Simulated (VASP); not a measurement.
Wanted: the native input for a VASP 6.6.1 run.

```yaml
Task: single point
Functional: PBE
Potentials_or_basis: VASP PAW PBE potentials, release 64 (Cd)
Cutoff: 520 eV
k_mesh: 14 × 14 × 7
Occupations: fermi-dirac, width 0.05 eV
Spin: no spin polarisation
Dipole_correction: no
Further_INCAR_settings: ALGO = Normal; EDIFF = 1e-06; NBANDS = 19
```

The structure of Cd lies in POSCAR:

```
Cd
1.0
    2.9986007155      0.0000000000      0.0000000000
   -1.4993003577      2.5968643954      0.0000000000
    0.0000000000      0.0000000000      5.6548540644
Cd
2
Direct
    0.3333333333      0.6666666667      0.2500000000
    0.6666666667      0.3333333333      0.7500000000
```

One way to write it, as run:

INCAR

```
ALGO = Normal
EDIFF = 1E-6
ENCUT = 520
GGA = PE
ISIF = 2
ISMEAR = -1
LASPH = T
LCHARG = T
LELF = T
LREAL = F
LVHAR = T
LWAVE = F
NBANDS = 19
NELM = 100
PREC = Accurate
SIGMA = 0.05
```

KPOINTS

```
k-points
0
Gamma
  14 14 7
```

Potentials or basis: VASP PAW PBE potentials, release 64 (Cd).

Command:

```bash
$ cat potpaw_PBE.64/Cd/POTCAR > POTCAR
$ mpirun -np 1 vasp_std > vasp.out
```

It gave:

| Item | Value |
| --- | --- |
| Pressure | 2.2 GPa |
| Band gap on the k mesh | zero (bands 12 and 13 overlap by 4.25 eV) |

It took 100 s on 1 thread of Intel Xeon 8259CL, with other jobs on the host, peak memory 0.2 GiB.
